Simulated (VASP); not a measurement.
# Rh (Fm-3m) in VASP: notebook

Rh is run at these levels: PBE; tasks: single point.

Everything below comes from runs of VASP 6.6.1. Logs are shortened: lines on timing, memory, paths and dates and some standing lists are left out, and cuts for length are marked.

## 1. The cell of the first run

Symmetry: Fm-3m, No. 225, cubic system. The conventional cell has a = 3.846 Å, b = 3.846 Å, c = 3.846 Å, α = 90.00°, β = 90.00°, γ = 90.00°. Within 3.6 Å of Rh (site symmetry m-3m) lie 12 Rh at 2.72 Å.

## 2. Single point, PBE

INCAR

```
SYSTEM = Rh
PREC = Accurate
ENCUT = 520
EDIFF = 1E-6
ISMEAR = 1
SIGMA = 0.1
LREAL = .False.
LASPH = .True.
NELM = 80
ALGO = Normal
ISIF = 2
LWAVE = .False.
LCHARG = .False.
GGA = PE
NBANDS = 14
```

KPOINTS

```
regular mesh
0
Gamma
  13 13 13
  0 0 0
```

POSCAR

```
Rh
1.0
    0.0000000000      1.9228245745      1.9228245745
    1.9228245745      0.0000000000      1.9228245745
    1.9228245745      1.9228245745      0.0000000000
Rh
1
Direct
    0.0000000000      0.0000000000      0.0000000000
```

Potentials or basis: VASP PAW PBE potentials, release 64 (Rh_pv).

Started as:

```sh
$ cat potpaw_PBE.64/Rh_pv/POTCAR > POTCAR
$ mpirun -np 1 vasp_std > vasp.out
```

OUTCAR:

```text
SYSTEM = Rh
   PREC = Accurate
   ENCUT = 520
   EDIFF = 1E-6
   ISMEAR = 1
   LREAL = .False.
   LASPH = .True.
   NELM = 80
   ISIF = 2
   GGA = PE

 ion  position               nearest neighbor table
   1  0.000  0.000  0.000-

  LATTYP: Found a face centered cubic cell.
 ALAT       =     3.8456491490

  Lattice vectors:

 A1 = (   0.0000000000,   1.9228245745,   1.9228245745)
 A2 = (   1.9228245745,   0.0000000000,   1.9228245745)
 A3 = (   1.9228245745,   1.9228245745,   0.0000000000)

Analysis of symmetry for initial positions (statically):
=====================================================================
 Subroutine PRICEL returns:
 Original cell was already a primitive cell.

 Routine SETGRP: Setting up the symmetry group for a
 face centered cubic supercell.

 Subroutine GETGRP returns: Found 48 space group operations
 (whereof 48 operations were pure point group operations)
 out of a pool of 48 trial point group operations.

The static configuration has the point symmetry O_h .

Analysis of symmetry for dynamics (positions and initial velocities):
=====================================================================
 Subroutine PRICEL returns:
 Original cell was already a primitive cell.

 Routine SETGRP: Setting up the symmetry group for a
 face centered cubic supercell.

 Subroutine GETGRP returns: Found 48 space group operations
 (whereof 48 operations were pure point group operations)
 out of a pool of 48 trial point group operations.

The dynamic configuration has the point symmetry O_h .

 Subroutine INISYM returns: Found 48 space group operations
 (whereof 48 operations are pure point group operations),
 and found     1 'primitive' translations

----------------------------------------------------------------------------------------

                                     Primitive cell

  volume of cell :      14.2183

  direct lattice vectors                    reciprocal lattice vectors
     0.000000000  1.922824575  1.922824575    -0.260034122  0.260034122  0.260034122
     1.922824575  0.000000000  1.922824575     0.260034122 -0.260034122  0.260034122
     1.922824575  1.922824575  0.000000000     0.260034122  0.260034122 -0.260034122

  length of vectors
     2.719284591  2.719284591  2.719284591     0.450392311  0.450392311  0.450392311

  position of ions in fractional coordinates (direct lattice)
     0.000000000  0.000000000  0.000000000

  ion indices of the primitive-cell ions
   primitive index   ion index
                 1           1

----------------------------------------------------------------------------------------

 KPOINTS: regular mesh

Automatic generation of k-mesh.
 Grid dimensions read from file:
 generate k-points for:   13   13   13

 Generating k-lattice:

  Cartesian coordinates                     Fractional coordinates (reciprocal lattice)
    -0.020002625  0.020002625  0.020002625     0.076923077  0.000000000  0.000000000
     0.020002625 -0.020002625  0.020002625     0.000000000  0.076923077  0.000000000
     0.020002625  0.020002625 -0.020002625     0.000000000  0.000000000  0.076923077

  Length of vectors
     0.034645562  0.034645562  0.034645562

  Shift w.r.t. Gamma in fractional coordinates (k-lattice)
     0.000000000  0.000000000  0.000000000

 Subroutine IBZKPT returns following result:
 ===========================================

 Found     84 irreducible k-points:

 Following reciprocal coordinates:
            Coordinates               Weight
  0.000000  0.000000  0.000000      1.000000
  0.076923  0.000000  0.000000      8.000000
  0.153846  0.000000  0.000000      8.000000
  0.230769  0.000000  0.000000      8.000000
  0.307692  0.000000  0.000000      8.000000
  0.384615  0.000000  0.000000      8.000000
[... 16 lines left out ...]
  0.384615  0.153846  0.000000     24.000000
  0.461538  0.153846  0.000000     24.000000
 [... further k-points ...]
   k-points           NKPTS =     84   k-points in BZ     NKDIM =     84   number of bands    NBANDS=     14
   number of dos      NEDOS =    301   number of ions     NIONS =      1
   total plane-waves  NPLWV =   8000
   dimension x,y,z NGX =    20 NGY =   20 NGZ =   20
   dimension x,y,z NGXF=    40 NGYF=   40 NGZF=   40
   ions per type =               1
   NGX,Y,Z   is equivalent  to a cutoff of  12.23, 12.23, 12.23 a.u.
   NGXF,Y,Z  is equivalent  to a cutoff of  24.45, 24.45, 24.45 a.u.
 SYSTEM =  Rh
   PREC   = accura    normal or accurate (medium, high low for compatibility)
   ISTART =      0    job   : 0-new  1-cont  2-samecut
   ICHARG =      2    charge: 1-file 2-atom 10-const
   ISPIN  =      1    spin polarized calculation?
   LNONCOLLINEAR =      F non collinear calculations
   LSORBIT =      F    spin-orbit coupling
   LASPH  =      T    aspherical Exc in radial PAW
   ENCUT  =  520.0 eV  38.22 Ry    6.18 a.u.   5.06  5.06  5.06*2*pi/ulx,y,z
   NELM   =     80;   NELMIN=  2; NELMDL= -5     # of ELM steps
   EDIFF  = 0.1E-05   stopping-criterion for ELM
   LREAL  =      F    real-space projection
   EDIFFG = 0.1E-04   stopping-criterion for IOM
   NSW    =      0    number of steps for IOM
   IBRION =     -1    ionic relax: 0-MD 1-quasi-New 2-CG
   NFREE  =      0    steps in history (QN), initial steepest desc. (CG)
   ISIF   =      2    stress and relaxation
   ISYM   =      2    0-nonsym 1-usesym 2-fastsym
   POTIM  = 0.5000    time-step for ionic-motion
   TEBEG  =    0.0;   TEEND  =   0.0 temperature during run
   PSTRESS=    0.0 pullay stress
   NELECT =      15.0000    total number of electrons
   NUPDOWN=      -1.0000    fix difference up-down
   EMIN   =  10.00;   EMAX   =-10.00  energy-range for DOS
   EFERMI =   0.00;   METHOD = LEGACY
   ISMEAR =     1;   SIGMA  =   0.10  broadening in eV -4-tet -1-fermi 0-gaus
   EFERMI_NEDOS =   21; number of points for ismear=-14 and -15
   IALGO  =     38    algorithm
   IMIX   =      4    mixing-type and parameters
     AMIX     =   0.40;   BMIX     =  1.00
     AMIX_MAG =   1.60;   BMIX_MAG =  1.00
  volume/ion in A,a.u.               =      14.22        95.95
  Fermi-wavevector in a.u.,A,eV,Ry     =   1.666565  3.149351 37.789350  2.777439
  Thomas-Fermi vector in A             =   2.752739
   LORBIT       =      0    0 simple, 1 ext, 2 COOP (PROOUT), +10 PAW based schemes
   GGA     = PE    functional components
   LHFCALC =     F    Hartree Fock is set to
   AEXX    =    0.0000 exact exchange contribution
   IVDW    =     0    specifies the selected vdW correction
   LEPSILON=     F    determine dielectric tensor
   LRPA    =     F    only Hartree local field effects (RPA)
 non-spin polarized calculation
 Methfessel and Paxton  Order N= 1 SIGMA  =   0.10
  energy-cutoff  :      520.00
  volume of cell :       14.22
 maximum number of plane-waves:       388
   NGX = 11   NGY = 11   NGZ = 11

 number of electron      15.0000000 magnetization

 Free energy of the ion-electron system (eV)
  ---------------------------------------------------
  ext. energy  EPLUGINS =         0.00000000
  ---------------------------------------------------
  free energy    TOTEN  =        -7.25791871 eV

  energy without entropy =       -7.25779474  energy(sigma->0) =       -7.25787739

 E-fermi :  11.2785     XC(G=0): -13.8157

 val. band max:       11.2629630029   @ k =  -0.1538   0.1538   0.0000
 cond. band min:      11.3007746192   @ k =   0.3077   0.3077   0.0000
 fundamental gap:      0.0378116163
 Fermi energy:        11.2784550946

 k-point     1 :       0.0000    0.0000    0.0000
  band No.  band energies     occupation
      1     -35.0242      2.00000
      2     -35.0242      2.00000
      3     -35.0242      2.00000
      4       3.5851      2.00000
      5       8.3759      2.00000
      6       8.3759      2.00000
      7       8.3759      2.00000
      8      10.3544      2.00000
      9      10.3544      2.00000
     10      27.3107      0.00000
     11      31.9255      0.00000
     12      32.5838      0.00000
     13      32.5838      0.00000
     14      32.5838      0.00000

 k-point     2 :       0.0769    0.0000    0.0000
  band No.  band energies     occupation
      1     -35.0626      2.00000
      2     -35.0294      2.00000
      3     -35.0294      2.00000
      4       3.8145      2.00000
      5       8.2794      2.00000
      6       8.4628      2.00000
      7       8.4628      2.00000
      8      10.3085      2.00000
      9      10.3085      2.00000
     10      27.6267      0.00000
     11      31.3666      0.00000
     12      31.9282      0.00000
     13      32.9097      0.00000
     14      32.9097      0.00000

 k-point     3 :       0.1538    0.0000    0.0000
  band No.  band energies     occupation
      1     -35.1684      2.00000
      2     -35.0439      2.00000
      3     -35.0439      2.00000
      4       4.4416      2.00000
      5       8.0865      2.00000
      6       8.6529      2.00000
      7       8.6529      2.00000
      8      10.2534      2.00000
      9      10.2534      2.00000
     10      28.3080      0.00000
     11      29.2246      0.00000
     12      31.9271      0.00000
     13      33.8197      0.00000
     14      33.8197      0.00000

 k-point     4 :       0.2308    0.0000    0.0000
  band No.  band energies     occupation
      1     -35.3156      2.00000
      2     -35.0642      2.00000
      3     -35.0642      2.00000
      4       5.2009      2.00000
      5       8.1310      2.00000
      6       8.7362      2.00000
      7       8.7362      2.00000
      8      10.4186      2.00000
      9      10.4186      2.00000
     10      26.7552      0.00000
     11      28.8223      0.00000
     12      31.9266      0.00000
     13      35.0480      0.00000
     14      35.0480      0.00000

 k-point     5 :       0.3077    0.0000    0.0000
  band No.  band energies     occupation
      1     -35.4696      2.00000
      2     -35.0858      2.00000
      3     -35.0858      2.00000
      4       5.5777      2.00000
      5       8.6141      2.00000
      6       8.6141      2.00000
      7       8.9535      2.00000
      8      10.8870      2.00000
      9      10.8870      2.00000
     10      24.2697      0.00000
     11      28.2310      0.00000
[... 276 lines left out ...]
 k-point    22 :       0.3077    0.1538    0.0000
  band No.  band energies     occupation
      1     -35.3853      2.00000
      2     -35.1255      2.00000
      3     -35.1218      2.00000
      4       5.9702      2.00000
      5       7.3770      2.00000
      6       8.6268      2.00000
      7       9.3080      2.00000
      8      10.7427      2.00000
      9      11.1795      2.04804
     10      26.4378      0.00000
     11      29.4482      0.00000
     12      31.1377      0.00000
     13      31.9233      0.00000
     14      32.7377      0.00000

 k-point    23 :       0.3846    0.1538    0.0000
  band No.  band energies     occupation
      1     -35.5059      2.00000
      2     -35.1536      2.00000
      3     -35.1425      2.00000
      4       6.1097      2.00000
      5       7.8566      2.00000
      6       8.4041      2.00000
      7       9.1766      2.00000
      8      11.6217     -0.00001
      9      12.1198     -0.00000
     10      23.7010      0.00000
     11      28.5497      0.00000
     12      30.6415      0.00000
     13      31.9195      0.00000
     14      32.4972      0.00000

 k-point    24 :       0.4615    0.1538    0.0000
  band No.  band energies     occupation
      1     -35.5930      2.00000
      2     -35.1857      2.00000
      3     -35.1488      2.00000
      4       6.0463      2.00000
      5       7.8591      2.00000
      6       8.9721      2.00000
      7       8.9997      2.00000
      8      11.8809     -0.00000
      9      13.7884      0.00000
     10      21.0832      0.00000
     11      27.7773      0.00000
     12      30.4862      0.00000
     13      31.3930      0.00000
     14      31.9336      0.00000

 [... further k-points ...]
[... 5 lines left out ...]
  --------------------------------------------------------------------------------------
  -------------------------------------------------------------------------------------
  Total       -0.2690240     -0.2690240     -0.2690240      0.0000000     -0.0000000     -0.0000000
  in kB      -30.3146591    -30.3146591    -30.3146591      0.0000000     -0.0000000     -0.0000000
  external PRESSURE =     -30.3146591 kB  Pullay stress =       0.0000000 kB

 VOLUME and BASIS-vectors are now :
 -----------------------------------------------------------------------------
  energy-cutoff  :      520.00
  volume of cell :       14.22
      direct lattice vectors                 reciprocal lattice vectors
     0.000000000  1.922824575  1.922824575    -0.260034122  0.260034122  0.260034122
     1.922824575  0.000000000  1.922824575     0.260034122 -0.260034122  0.260034122
     1.922824575  1.922824575  0.000000000     0.260034122  0.260034122 -0.260034122

 POSITION                                       TOTAL-FORCE (eV/Angst)
 -----------------------------------------------------------------------------------
      0.00000      0.00000      0.00000         0.000000      0.000000      0.000000
 -----------------------------------------------------------------------------------
    total drift:                                0.000000     -0.000000     -0.000000

  FREE ENERGIE OF THE ION-ELECTRON SYSTEM (eV)
  ---------------------------------------------------
  free  energy   TOTEN  =        -7.2579187071 eV

  energy  without entropy=       -7.2577947434  energy(sigma->0) =       -7.25787739
```

Run time: 9.5 s. Hardware: 1 thread of Intel Xeon 6975P-C (Granite Rapids), shared host; peak memory 0.13 GiB.

What came out:

| Item | Value |
| --- | --- |
| Free energy | -7.2579 eV |
| Pressure | -3.0 GPa |

## 3. Single point, PBE

This run uses another cell than the first one, of 14.49 Å³/atom, 1.019 times its volume.

INCAR is that of step 2.

KPOINTS is that of step 2.

POSCAR

```
Rh
1.0
    0.0000000000      1.9350721950      1.9350721950
    1.9350721950      0.0000000000      1.9350721950
    1.9350721950      1.9350721950      0.0000000000
Rh
1
Direct
    0.0000000000      0.0000000000      0.0000000000
```

Potentials or basis: VASP PAW PBE potentials, release 64 (Rh_pv).

Started as:

```sh
$ cat potpaw_PBE.64/Rh_pv/POTCAR > POTCAR
$ mpirun -np 1 vasp_std > vasp.out
```

It took 9.2 s on 1 thread of Intel Xeon 6975P-C (Granite Rapids), shared host; peak memory 0.13 GiB.

It converged, with:

```yaml
Free_energy: -7.2491 eV
Pressure: -7.4 GPa
```

Levels at points of the mesh, in eV from the Fermi level:
| k point | band 3 | band 4 | band 5 | band 6 | band 7 | band 8 | band 9 | band 10 | band 11 | band 12 |
| --- | --- | --- | --- | --- | --- | --- | --- | --- | --- | --- |
| (0.00, 0.00, 0.00) | -46.27 | -7.56 | -2.82 | -2.82 | -2.82 | -0.90 | -0.90 | 16.04 | 20.70 | 21.20 |
